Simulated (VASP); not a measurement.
A run of VASP 6.6.1 is set up as follows.

File INCAR:

```
SYSTEM = BAs5
PREC = Accurate ; ENCUT = 520
EDIFF = 1E-7 ; ISMEAR = 0
SIGMA = 0.1 ; LREAL = .FALSE.
LASPH = .TRUE. ; NELM = 80
ALGO = Normal ; ISIF = 2
LWAVE = .FALSE. ; LCHARG = .FALSE.
GGA = PE ; NBANDS = 23
```

Contents of KPOINTS:

```
Automatic mesh
0
G
  4 4 4
  0 0 0
```

POSCAR

```
BAs5
1.0
    0.0000000000      4.8427243438      4.8427243438
    4.8427243438      0.0000000000      4.8427243438
    4.8427243438      4.8427243438      0.0000000000
B As
1 5
Direct
    0.0000000000      0.0000000000      0.0000000000
    0.7500000000      0.7500000000      0.7500000000
    0.5948443463      0.5948443463      0.5948443463
    0.5948443463      0.5948443463      0.2154669610
    0.5948443463      0.2154669610      0.5948443463
    0.2154669610      0.5948443463      0.5948443463
```

Potentials or basis: VASP PAW PBE potentials, release 64 (B, As).

The run is started by

```sh
$ cat potpaw_PBE.64/B/POTCAR potpaw_PBE.64/As/POTCAR > POTCAR
$ mpirun -np 1 vasp_std > vasp.out
```

Task: Estimate the pressure.

Result: -0.1 GPa.

Task: Predict the band gap on the k mesh.

Result: Zero (band 14 reaches 0.69 eV, above the bottom of band 15 at 0.52 eV).
